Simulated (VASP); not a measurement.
# Au (P6_3/mmc) in VASP: a series of runs

Runs on Au. Level: PBE. Tasks: single point, relaxation of cell and atoms.

Everything below comes from runs of VASP 6.6.1. Logs are shortened: lines on timing, memory, paths and dates and some standing lists are left out, and cuts for length are marked.

## (1) The cell of the first run

It takes space group P6_3/mmc (No. 194, hexagonal). Conventional cell: a = 5.622 Å, b = 5.622 Å, c = 4.627 Å, α = 90.00°, β = 90.00°, γ = 120.00°. Within 3.6 Å of Au (site symmetry mm2) lie 8 Au at 2.75 to 2.87 Å.

The cell was generated, and may not be a known phase.

## (2) Single point, PBE

Input file INCAR:

```
SYSTEM = Au
PREC = Accurate
ENCUT = 500
EDIFF = 1E-6
ISMEAR = 0
SIGMA = 0.1
LREAL = .FALSE.
LASPH = .TRUE.
NELM = 120
ALGO = Normal
ISIF = 2
LWAVE = .FALSE.
LCHARG = .FALSE.
GGA = PE
NBANDS = 42
GGA_COMPAT = .FALSE.
```

Input file KPOINTS:

```
Automatic mesh
0
G
  6 6 4
  0 0 0
```

Input file POSCAR:

```
Au
1.0
    5.6219862818     -0.0000000031      0.0000000000
   -2.8109931383      4.8687829413      0.0000000000
    0.0000000000      0.0000000000      4.6274843729
Au
6
Direct
    0.8298013045      0.1701986955      0.2500000000
    0.8298013045      0.6596026090      0.2500000000
    0.3403973910      0.1701986955      0.2500000000
    0.1701986955      0.8298013045      0.7500000000
    0.1701986955      0.3403973910      0.7500000000
    0.6596026090      0.8298013045      0.7500000000
```

Potentials or basis: VASP PAW PBE potentials, release 64 (Au).

Started as:

```bash
> cat potpaw_PBE.64/Au/POTCAR > POTCAR
> mpirun -np 1 vasp_std > vasp.out
```

OUTCAR:

```text
SYSTEM = Au
   PREC = Accurate
   ENCUT = 500
   EDIFF = 1E-6
   ISMEAR = 0
   LREAL = .FALSE.
   LASPH = .TRUE.
   NELM = 120
   ISIF = 2
   GGA = PE

 ion  position               nearest neighbor table
   1  0.830  0.170  0.250-   3 2.75   2 2.75   5 2.85   5 2.85   6 2.85   6 2.85   3 2.87   2 2.87

   2  0.830  0.660  0.250-   3 2.75   1 2.75   4 2.85   4 2.85   6 2.85   6 2.85   3 2.87   1 2.87

   3  0.340  0.170  0.250-   2 2.75   1 2.75   4 2.85   4 2.85   5 2.85   5 2.85   2 2.87   1 2.87

   4  0.170  0.830  0.750-   6 2.75   5 2.75   2 2.85   2 2.85   3 2.85   3 2.85   6 2.87   5 2.87

   5  0.170  0.340  0.750-   6 2.75   4 2.75   1 2.85   1 2.85   3 2.85   3 2.85   6 2.87   4 2.87

   6  0.660  0.830  0.750-   5 2.75   4 2.75   1 2.85   1 2.85   2 2.85   2 2.85   5 2.87   4 2.87

  LATTYP: Found a hexagonal cell.
 ALAT       =     5.6219862818
 C/A-ratio  =     0.8231048852

  Lattice vectors:

 A1 = (   5.6219862818,  -0.0000000031,   0.0000000000)
 A2 = (  -2.8109931383,   4.8687829413,   0.0000000000)
 A3 = (   0.0000000000,   0.0000000000,   4.6274843729)

Analysis of symmetry for initial positions (statically):
=====================================================================
 Subroutine PRICEL returns:
 Original cell was already a primitive cell.

 Routine SETGRP: Setting up the symmetry group for a
 hexagonal supercell.

 Subroutine GETGRP returns: Found 24 space group operations
 (whereof 12 operations were pure point group operations)
 out of a pool of 24 trial point group operations.

The static configuration has the point symmetry D_3d.
 The point group associated with its full space group is D_6h.

Analysis of symmetry for dynamics (positions and initial velocities):
=====================================================================
 Subroutine PRICEL returns:
 Original cell was already a primitive cell.

 Routine SETGRP: Setting up the symmetry group for a
 hexagonal supercell.

 Subroutine GETGRP returns: Found 24 space group operations
 (whereof 12 operations were pure point group operations)
 out of a pool of 24 trial point group operations.

The dynamic configuration has the point symmetry D_3d.
 The point group associated with its full space group is D_6h.

 Subroutine INISYM returns: Found 24 space group operations
 (whereof 12 operations are pure point group operations),
 and found     1 'primitive' translations

----------------------------------------------------------------------------------------

                                     Primitive cell

  volume of cell :     126.6646

  direct lattice vectors                    reciprocal lattice vectors
     5.621986282 -0.000000003  0.000000000     0.177873077  0.102695069  0.000000000
    -2.810993138  4.868782941  0.000000000     0.000000000  0.205390138  0.000000000
     0.000000000  0.000000000  4.627484373     0.000000000  0.000000000  0.216100135

  length of vectors
     5.621986282  5.621986282  4.627484373     0.205390138  0.205390138  0.216100135

  position of ions in fractional coordinates (direct lattice)
     0.829801305  0.170198695  0.250000000
     0.829801305  0.659602609  0.250000000
     0.340397391  0.170198695  0.250000000
     0.170198695  0.829801305  0.750000000
     0.170198695  0.340397391  0.750000000
     0.659602609  0.829801305  0.750000000

  ion indices of the primitive-cell ions
   primitive index   ion index
                 1           1
                 2           2
                 3           3
                 4           4
                 5           5
                 6           6

----------------------------------------------------------------------------------------

 KPOINTS: Automatic mesh

Automatic generation of k-mesh.
 Grid dimensions read from file:
 generate k-points for:    6    6    4

 Generating k-lattice:

  Cartesian coordinates                     Fractional coordinates (reciprocal lattice)
     0.029645513  0.017115845  0.000000000     0.166666667 -0.000000000  0.000000000
     0.000000000  0.034231690  0.000000000     0.000000000  0.166666667  0.000000000
     0.000000000  0.000000000  0.054025034     0.000000000  0.000000000  0.250000000

  Length of vectors
     0.034231690  0.034231690  0.054025034

  Shift w.r.t. Gamma in fractional coordinates (k-lattice)
     0.000000000  0.000000000  0.000000000

 Subroutine IBZKPT returns following result:
 ===========================================

 Found     21 irreducible k-points:

 Following reciprocal coordinates:
            Coordinates               Weight
  0.000000  0.000000  0.000000      1.000000
  0.166667 -0.000000  0.000000      6.000000
  0.333333 -0.000000  0.000000      6.000000
  0.500000 -0.000000  0.000000      3.000000
  0.166667  0.166667  0.000000      6.000000
  0.333333  0.166667  0.000000     12.000000
[... 13 lines left out ...]
  0.333333  0.166667  0.500000     12.000000
  0.333333  0.333333  0.500000      2.000000
   k-points           NKPTS =     21   k-points in BZ     NKDIM =     21   number of bands    NBANDS=     42
   number of dos      NEDOS =    301   number of ions     NIONS =      6
   total plane-waves  NPLWV =  63504
   dimension x,y,z NGX =    42 NGY =   42 NGZ =   36
   dimension x,y,z NGXF=    84 NGYF=   84 NGZF=   72
   ions per type =               6
   NGX,Y,Z   is equivalent  to a cutoff of  12.42, 12.42, 12.93 a.u.
   NGXF,Y,Z  is equivalent  to a cutoff of  24.84, 24.84, 25.87 a.u.
 SYSTEM =  Au
   PREC   = accura    normal or accurate (medium, high low for compatibility)
   ISTART =      0    job   : 0-new  1-cont  2-samecut
   ICHARG =      2    charge: 1-file 2-atom 10-const
   ISPIN  =      1    spin polarized calculation?
   LNONCOLLINEAR =      F non collinear calculations
   LSORBIT =      F    spin-orbit coupling
   LASPH  =      T    aspherical Exc in radial PAW
   ENCUT  =  500.0 eV  36.75 Ry    6.06 a.u.  10.25 10.25  8.44*2*pi/ulx,y,z
   NELM   =    120;   NELMIN=  2; NELMDL= -5     # of ELM steps
   EDIFF  = 0.1E-05   stopping-criterion for ELM
   LREAL  =      F    real-space projection
[... 7 lines left out ...]
   TEBEG  =    0.0;   TEEND  =   0.0 temperature during run
   PSTRESS=    0.0 pullay stress
   NELECT =      66.0000    total number of electrons
   NUPDOWN=      -1.0000    fix difference up-down
   EMIN   =  10.00;   EMAX   =-10.00  energy-range for DOS
   EFERMI =   0.00;   METHOD = LEGACY
   ISMEAR =     0;   SIGMA  =   0.10  broadening in eV -4-tet -1-fermi 0-gaus
   EFERMI_NEDOS =   21; number of points for ismear=-14 and -15
   IALGO  =     38    algorithm
   IMIX   =      4    mixing-type and parameters
     AMIX     =   0.40;   BMIX     =  1.00
     AMIX_MAG =   1.60;   BMIX_MAG =  1.00
  volume/ion in A,a.u.               =      21.11       142.46
  Fermi-wavevector in a.u.,A,eV,Ry     =   1.317360  2.489449 23.612054  1.735437
  Thomas-Fermi vector in A             =   2.447406
   LORBIT       =      0    0 simple, 1 ext, 2 COOP (PROOUT), +10 PAW based schemes
   GGA     = PE    functional components
   LHFCALC =     F    Hartree Fock is set to
   AEXX    =    0.0000 exact exchange contribution
   IVDW    =     0    specifies the selected vdW correction
   LEPSILON=     F    determine dielectric tensor
   LRPA    =     F    only Hartree local field effects (RPA)
 non-spin polarized calculation
 Gauss-broadening in eV      SIGMA  =   0.10
  energy-cutoff  :      500.00
  volume of cell :      126.66
 maximum number of plane-waves:      3234
 NGX is ok and might be reduce to    42
   NGX = 21   NGY = 21   NGZ = 17

 number of electron      65.9999997 magnetization

 Free energy of the ion-electron system (eV)
  ---------------------------------------------------
  ext. energy  EPLUGINS =         0.00000000
  ---------------------------------------------------
  free energy    TOTEN  =       -18.43503126 eV

  energy without entropy =      -18.42587284  energy(sigma->0) =      -18.43045205

 E-fermi :   6.0955     XC(G=0): -11.2415

 val. band max:        6.0655940302   @ k =   0.1667   0.1667   0.2500
 cond. band min:       6.0958214981   @ k =   0.3333  -0.0000   0.2500
 fundamental gap:      0.0302274679
 Fermi energy:         6.0955229035

 k-point     1 :       0.0000    0.0000    0.0000
  band No.  band energies     occupation
      1      -1.9476      2.00000
      2      -0.0083      2.00000
      3       0.3862      2.00000
      4       0.4543      2.00000
      5       0.7035      2.00000
      6       0.7035      2.00000
[... 34 lines left out ...]
     41      14.5818      0.00000
     42      14.7833      0.00000

 k-point     2 :       0.1667   -0.0000    0.0000
  band No.  band energies     occupation
      1      -1.7374      2.00000
      2       0.1532      2.00000
      3       0.4777      2.00000
      4       0.5551      2.00000
      5       0.7116      2.00000
      6       0.7720      2.00000
[... 34 lines left out ...]
     41      14.0082      0.00000
     42      14.3380      0.00000

 k-point     3 :       0.3333   -0.0000    0.0000
  band No.  band energies     occupation
      1      -1.1821      2.00000
      2       0.3050      2.00000
      3       0.7023      2.00000
      4       0.8466      2.00000
      5       0.8783      2.00000
      6       0.9874      2.00000
[... 34 lines left out ...]
     41      13.8264      0.00000
     42      14.0032      0.00000

 k-point     4 :       0.5000   -0.0000    0.0000
  band No.  band energies     occupation
      1      -0.7336      2.00000
      2       0.1651      2.00000
      3       0.8491      2.00000
      4       0.9841      2.00000
      5       1.2038      2.00000
      6       1.2755      2.00000
[... 709 lines left out ...]
     41      14.3344      0.00000
     42      14.3344      0.00000

 k-point    20 :       0.3333    0.1667    0.5000
  band No.  band energies     occupation
      1       0.2026      2.00000
      2       0.2026      2.00000
      3       0.8289      2.00000
      4       0.8289      2.00000
      5       1.2246      2.00000
      6       1.2246      2.00000
[... 34 lines left out ...]
     41      15.5117      0.00000
     42      15.5117      0.00000

 k-point    21 :       0.3333    0.3333    0.5000
  band No.  band energies     occupation
      1       0.5419      2.00000
      2       0.5419      2.00000
      3       0.8196      2.00000
      4       0.8196      2.00000
      5       1.3044      2.00000
      6       1.3044      2.00000
[... 34 lines left out ...]
     41      13.8975      0.00000
     42      13.8975      0.00000

------------------------ aborting loop because EDIFF is reached ----------------------------------------

  FORCE on cell =-STRESS in cart. coord.  units (eV):
  Direction    XX          YY          ZZ          XY          YZ          ZX
  --------------------------------------------------------------------------------------
  -------------------------------------------------------------------------------------
  Total       -0.1598006     -0.1598006     -0.1552746      0.0000000      0.0000000      0.0000000
  in kB       -2.0213137     -2.0213137     -1.9640653      0.0000000      0.0000000      0.0000000
  external PRESSURE =      -2.0022309 kB  Pullay stress =       0.0000000 kB

 VOLUME and BASIS-vectors are now :
 -----------------------------------------------------------------------------
  energy-cutoff  :      500.00
  volume of cell :      126.66
      direct lattice vectors                 reciprocal lattice vectors
     5.621986282 -0.000000003  0.000000000     0.177873077  0.102695069  0.000000000
    -2.810993138  4.868782941  0.000000000     0.000000000  0.205390138  0.000000000
     0.000000000  0.000000000  4.627484373     0.000000000  0.000000000  0.216100135

 POSITION                                       TOTAL-FORCE (eV/Angst)
 -----------------------------------------------------------------------------------
      4.18670      0.82866      1.15687        -0.003188      0.001841      0.000000
      2.81099      3.21146      1.15687        -0.000000     -0.003681     -0.000000
      1.43528      0.82866      1.15687         0.003188      0.001841      0.000000
     -1.37571      4.04012      3.47061         0.003188     -0.001841     -0.000000
      0.00000      1.65732      3.47061         0.000000      0.003681      0.000000
      1.37571      4.04012      3.47061        -0.003188     -0.001841      0.000000
 -----------------------------------------------------------------------------------
    total drift:                                0.000000      0.000000      0.000000

  FREE ENERGIE OF THE ION-ELECTRON SYSTEM (eV)
  ---------------------------------------------------
  free  energy   TOTEN  =       -18.4350312597 eV

  energy  without entropy=      -18.4258728361  energy(sigma->0) =      -18.43045205
```

Run time: 43 s. Hardware: 1 thread of AMD EPYC 9R45 (Zen 5), shared host; peak memory 0.24 GiB.

What came out:

| Item | Value |
| --- | --- |
| Free energy | -18.4350 eV |
| Pressure | -0.2 GPa |
| Largest force | 0.004 eV/Å |
| Band gap on the k mesh | zero (bands 33 and 34 overlap by 2.73 eV) |

Forces on the atoms (eV/Å):
```
Au  -0.003  0.002  0.000
Au   0.000 -0.004  0.000
Au   0.003  0.002  0.000
Au   0.003 -0.002  0.000
Au   0.000  0.004  0.000
Au  -0.003 -0.002  0.000
```

Caveat: spin-orbit coupling is left out, which moves the levels of the heavy elements.

## (3) Single point, PBE

This run uses another cell than the first one, of 18.92 Å³/atom.

Input file INCAR:

```
SYSTEM = Au
ALGO = Normal ; EDIFF = 1E-6
ENCUT = 500 ; GGA = PE
GGA_COMPAT = .FALSE. ; ISIF = 2
ISMEAR = 0 ; LASPH = .TRUE.
LCHARG = .FALSE. ; LREAL = .FALSE.
LWAVE = .FALSE. ; NBANDS = 42
NELM = 120 ; PREC = Accurate
SIGMA = 0.1
```

Input file KPOINTS:

```
k-points
0
G
  6 6 4
  0 0 0
```

Input file POSCAR:

```
Au
1.0
    5.3045746900      0.0000000000      0.0000000000
   -2.6522873400      4.5938964400      0.0000000000
    0.0000000000      0.0000000000      4.6576432100
Au
6
Direct
    0.8452486200      0.1547513800      0.2500000000
    0.8452486200      0.6904972400      0.2500000000
    0.3095027600      0.1547513800      0.2500000000
    0.1547513800      0.8452486200      0.7500000000
    0.1547513800      0.3095027600      0.7500000000
    0.6904972400      0.8452486200      0.7500000000
```

Potentials or basis: VASP PAW PBE potentials, release 64 (Au).

Started as:

```bash
> cat potpaw_PBE.64/Au/POTCAR > POTCAR
> mpirun -np 1 vasp_std > vasp.out
```

It took 40 s on 1 thread of AMD EPYC 9R45 (Zen 5), shared host; peak memory 0.22 GiB.

Results (log left out):

| Property | Result |
| --- | --- |
| Free energy | -15.2435 eV |
| Pressure | 30.9 GPa |
| Largest force | 6.379 eV/Å |
| Band gap on the k mesh | zero (bands 33 and 34 overlap by 2.85 eV) |

Forces in eV/Å, atoms in the order of the input:
```
Au  -5.524  3.190  0.000
Au   0.000 -6.379  0.000
Au   5.524  3.190  0.000
Au   5.524 -3.190  0.000
Au   0.000  6.379  0.000
Au  -5.524 -3.190  0.000
```

Stress tensor (GPa, compression positive):
```
35.22  0.00  0.00
 0.00 35.22  0.00
 0.00  0.00 22.36
```

Levels at points of the mesh, in eV from the Fermi level:
| k point | band 30 | band 31 | band 32 | band 33 | band 34 | band 35 | band 36 | band 37 |
| --- | --- | --- | --- | --- | --- | --- | --- | --- |
| (0.00, 0.00, 0.00) | -0.39 | -0.19 | 0.46 | 0.89 | 2.33 | 2.76 | 2.76 | 3.69 |
| (0.50, 0.00, 0.00) | -2.05 | -1.02 | -0.91 | -0.14 | 2.18 | 3.25 | 4.85 | 5.24 |
| (0.00, 0.00, 0.50) | -1.25 | -0.29 | -0.29 | 2.12 | 2.12 | 2.88 | 2.88 | 2.88 |
| (0.50, 0.00, 0.50) | -1.96 | -0.98 | -0.98 | -0.74 | -0.74 | 2.93 | 2.93 | 3.00 |

Caveat: the stress differs along the axes, from 22 to 35 GPa; spin-orbit coupling is left out, which moves the levels of the heavy elements; forces of over 1 eV/Å act on the atoms, so gaps and moduli don't describe the material at rest.

(Continued in part 2 of 2.)

The gap in the log of VASP goes by the Fermi energy; the results here count the filled bands.